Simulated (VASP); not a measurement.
The system is BP.

```
P B
1.0
     0.00000    2.26900    2.26900
     2.26900    0.00000    2.26900
     2.26900    2.26900    0.00000
P B
1 1
Direct
  0.75000 0.75000 0.75000
  0.00000 0.00000 0.00000
```

| Property | Result |
| --- | --- |
| Program | VASP 6.6.1 |
| Task | relaxation of cell and atoms |
| Functional | LDA |
| Potentials or basis | VASP PAW LDA potentials, release 64 (P, B) |
| Cutoff | 600 eV |
| k mesh | 10 × 10 × 10 |
| Occupations | fermi-dirac, width 0.05 eV |
| Spin | no spin polarisation |

At the start: pressure -5.3 GPa; volume 11.68 Å³/atom.

Q: How do energy, volume and symmetry change on relaxing?

A: Over 3 steps the energy falls by 6.3 meV/atom and the volume is 11.31 Å³/atom (-3.2 %); space group F-43m (No. 216, to 0.05 Å).

Step by step:
```csv
step,energy change (eV),largest force (eV/Å),pressure (GPa),volume (Å³)
1,0.0000,0.0000,-5.32,23.36
2,-0.0051,0.0000,4.50,22.08
3,-0.0126,0.0000,-0.01,22.63
```

Final structure:
```
CELL_PARAMETERS angstrom
0.00000 2.24486 2.24486
2.24486 0.00000 2.24486
2.24486 2.24486 0.00000
ATOMIC_POSITIONS crystal
P 0.75000 0.75000 0.75000
B 0.00000 0.00000 0.00000
```
